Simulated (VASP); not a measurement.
# GaP (I-4m2) in VASP: notebook

GaP is run at these levels: r2SCAN; tasks: dielectric tensor.

Everything below comes from runs of VASP 6.6.1. Logs are shortened: lines on timing, memory, paths and dates and some standing lists are left out, and cuts for length are marked.

**1. The cell of the first run**

The structure is tetragonal, space group I-4m2 (No. 119). The conventional cell has a = 3.854 Å, b = 3.854 Å, c = 5.287 Å, α = 90.00°, β = 90.00°, γ = 90.00°. Within 3.1 Å of Ga (site symmetry -4m2) lie 4 P at 2.34 Å. Within 3.1 Å of P (site symmetry -4m2) lie 4 Ga at 2.34 Å.

**2. Dielectric tensor, r2SCAN (uniaxial z strain -3.0%)**

Contents of INCAR:

```
PREC = Accurate
ENCUT = 520
EDIFF = 1E-8
ISMEAR = 0
SIGMA = 0.01
LREAL = False
LASPH = True
NELM = 60
ALGO = Normal
ISIF = 2
LWAVE = False
LCHARG = False
METAGGA = R2SCAN
LMIXTAU = True
LCALCEPS = True
```

Contents of KPOINTS:

```
regular mesh
0
Gamma
  6 6 6
```

Contents of POSCAR:

```
GaP
1.0
    0.0000000000      2.7253992874      2.6436373088
    2.7253992874      0.0000000000      2.6436373088
    2.7253992874      2.7253992874      0.0000000000
Ga P
1 1
Direct
    0.0000000000      0.0000000000      0.0000000000
    0.2500000000      0.2500000000      0.2500000000
```

Potentials or basis: VASP PAW PBE potentials, release 64 (Ga_d, P).

Run with:

```sh
$ cat potpaw_PBE.64/Ga_d/POTCAR potpaw_PBE.64/P/POTCAR > POTCAR
$ mpirun -np 1 vasp_std > vasp.out
```

OUTCAR:

```text
PREC = Accurate
   ENCUT = 520
   EDIFF = 1E-8
   ISMEAR = 0
   LREAL = False
   LASPH = True
   NELM = 60
   ISIF = 2
   METAGGA = R2SCAN

 ion  position               nearest neighbor table
   1  0.000  0.000  0.000-   2 2.34   2 2.34   2 2.34   2 2.34
   2  0.250  0.250  0.250-   1 2.34   1 2.34   1 2.34   1 2.34

  LATTYP: Found a body centered tetragonal cell.
 ALAT       =     3.8542966351
 C/A-ratio  =     1.3717871555

  Lattice vectors:

 A1 = (   0.0000000000,  -2.7253992874,  -2.6436373088)
 A2 = (   0.0000000000,   2.7253992874,  -2.6436373088)
 A3 = (   2.7253992874,   0.0000000000,   2.6436373088)

Analysis of symmetry for initial positions (statically):
=====================================================================
 Subroutine PRICEL returns:
 Original cell was already a primitive cell.

 Routine SETGRP: Setting up the symmetry group for a
 body centered tetragonal supercell.

 Subroutine GETGRP returns: Found  8 space group operations
 (whereof  8 operations were pure point group operations)
 out of a pool of 16 trial point group operations.

The static configuration has the point symmetry D_2d.

Analysis of symmetry for dynamics (positions and initial velocities):
=====================================================================
 Subroutine PRICEL returns:
 Original cell was already a primitive cell.

 Routine SETGRP: Setting up the symmetry group for a
 body centered tetragonal supercell.

 Subroutine GETGRP returns: Found  8 space group operations
 (whereof  8 operations were pure point group operations)
 out of a pool of 16 trial point group operations.

The dynamic configuration has the point symmetry D_2d.

 Subroutine INISYM returns: Found  8 space group operations
 (whereof  8 operations are pure point group operations),
 and found     1 'primitive' translations

----------------------------------------------------------------------------------------

                                     Primitive cell

  volume of cell :      39.2728

  direct lattice vectors                    reciprocal lattice vectors
     0.000000000  2.725399287  2.643637309    -0.183459357  0.183459357  0.189133357
[... 134 lines left out ...]

 E-fermi :   4.9950     XC(G=0): -10.6964

 val. band max:        4.9022218734   @ k =   0.0000   0.0000   0.0000
 cond. band min:   10000.0000000000   @ k =   0.0000   0.0000   0.0000
 fundamental gap:   9995.0977781266
 Fermi energy:         4.9949721243

 k-point     1 :       0.0000    0.0000    0.0000
  band No.  band energies     occupation
      1     -10.2690      2.00000
      2     -10.2672      2.00000
      3     -10.2591      2.00000
      4     -10.1445      2.00000
      5     -10.1398      2.00000
      6      -8.4753      2.00000
      7       4.7254      2.00000
      8       4.7255      2.00000
      9       4.9022      2.00000
     10   10000.0000      0.00000
     11   10000.0000      0.00000
     12   10000.0000      0.00000
     13   10000.0000      0.00000
[... 354 lines left out ...]
  band No.  band energies     occupation
      1     -10.3943      2.00000
      2     -10.2049      2.00000
      3     -10.1971      2.00000
      4     -10.1690      2.00000
      5     -10.1246      2.00000
      6      -5.6410      2.00000
      7      -1.8232      2.00000
      8       1.2422      2.00000
      9       2.2807      2.00000
     10   10000.0000      0.00000
     11   10000.0000      0.00000
     12   10000.0000      0.00000
     13   10000.0000      0.00000

 [... further k-points ...]

------------------------ aborting loop because EDIFF is reached ----------------------------------------

            Ionic dipole moment: p[ion]=(     6.81350     6.81350     6.60909 ) |e| Angst

 Total electronic dipole moment: p[elc]=(     0.01020     0.01020     0.02663 ) |e| Angst

 MACROSCOPIC STATIC DIELECTRIC TENSOR (including local field effects)
 ------------------------------------------------------
           9.010880     0.000000     0.000000
           0.000000     9.010880     0.000000
           0.000000     0.000000     8.718315
 ------------------------------------------------------

 PIEZOELECTRIC TENSOR (including local field effects) (e Angst)
          XX          YY          ZZ          XY          YZ          ZX
  --------------------------------------------------------------------------------
  x     0.00000     0.00000     0.00000     0.00000    -1.87084     0.00000
  y     0.00000     0.00000     0.00000     0.00000     0.00000    -1.87082
  z     0.00000     0.00000     0.00000    -1.96973     0.00000     0.00000

 PIEZOELECTRIC TENSOR (including local field effects) (C/m^2)
          XX          YY          ZZ          XY          YZ          ZX
  --------------------------------------------------------------------------------
  x     0.00000     0.00000     0.00000     0.00000    -0.76323     0.00000
  y     0.00000     0.00000     0.00000     0.00000     0.00000    -0.76322
  z     0.00000     0.00000     0.00000    -0.80357     0.00000     0.00000

 BORN EFFECTIVE CHARGES (including local field effects) (in |e|, cummulative output)
 ---------------------------------------------------------------------------------
 ion    1
    1     2.16596     0.00000     0.00000
    2     0.00000     2.16596     0.00000
    3     0.00000     0.00000     2.03414
 ion    2
    1    -2.16596     0.00000     0.00000
    2     0.00000    -2.16596     0.00000
    3     0.00000     0.00000    -2.03414

  FORCE on cell =-STRESS in cart. coord.  units (eV):
  Direction    XX          YY          ZZ          XY          YZ          ZX
  --------------------------------------------------------------------------------------
  -------------------------------------------------------------------------------------
  Total        0.5041779      0.5041779      1.0841464      0.0000000      0.0000000      0.0000000
  in kB       20.5684830     20.5684830     44.2289217      0.0000000      0.0000000      0.0000000
  external PRESSURE =      28.4552959 kB  Pullay stress =       0.0000000 kB

 VOLUME and BASIS-vectors are now :
 -----------------------------------------------------------------------------
  energy-cutoff  :      520.00
  volume of cell :       39.27
      direct lattice vectors                 reciprocal lattice vectors
     0.000000000  2.725399287  2.643637309    -0.183459357  0.183459357  0.189133357
     2.725399287  0.000000000  2.643637309     0.183459357 -0.183459357  0.189133357
     2.725399287  2.725399287  0.000000000     0.183459357  0.183459357 -0.189133357

 POSITION                                       TOTAL-FORCE (eV/Angst)
 -----------------------------------------------------------------------------------
      0.00000      0.00000      0.00000        -0.000000     -0.000000     -0.000000
      1.36270      1.36270      1.32182         0.000000      0.000000      0.000000
 -----------------------------------------------------------------------------------
    total drift:                               -0.000129     -0.000129     -0.000572

  FREE ENERGIE OF THE ION-ELECTRON SYSTEM (eV)
  ---------------------------------------------------
  free  energy   TOTEN  =       -21.4344087443 eV

  energy  without entropy=      -21.4344087443  energy(sigma->0) =      -21.43440874
```

It took 23 min on 1 thread of Intel Xeon 6975P-C (Granite Rapids), shared host; peak memory 0.36 GiB.

What came out:

```
Band gap on the k mesh                  : 1.58 eV (least direct gap 2.49 eV)
Electronic dielectric tensor (diagonal) : 9.01, 9.01, 8.72
Born charges (mean of the diagonal)     : Ga +2.12; P -2.12 e
```

Electronic dielectric tensor:
```
9.01 0.00 0.00
0.00 9.01 0.00
0.00 0.00 8.72
```

Born effective charge tensors (e):
atom 1, Ga
```
2.17 0.00 0.00
0.00 2.17 0.00
0.00 0.00 2.03
```
atom 2, P
```
-2.17  0.00  0.00
 0.00 -2.17  0.00
 0.00  0.00 -2.03
```

Dipole moments of the cell (e·Å, modulo the quantum): ionic 6.814, 6.814, 6.609; electronic 0.010, 0.010, 0.027

Caveat: the cell differs from its parent crystal (uniaxial z strain -3.0%); the PAW data sets were made with another functional, which shifts forces and pressure a little. A k mesh can miss the band edges.

(Continued in part 2 of 2.)

The gap in the log of VASP goes by the Fermi energy; the results here count the filled bands.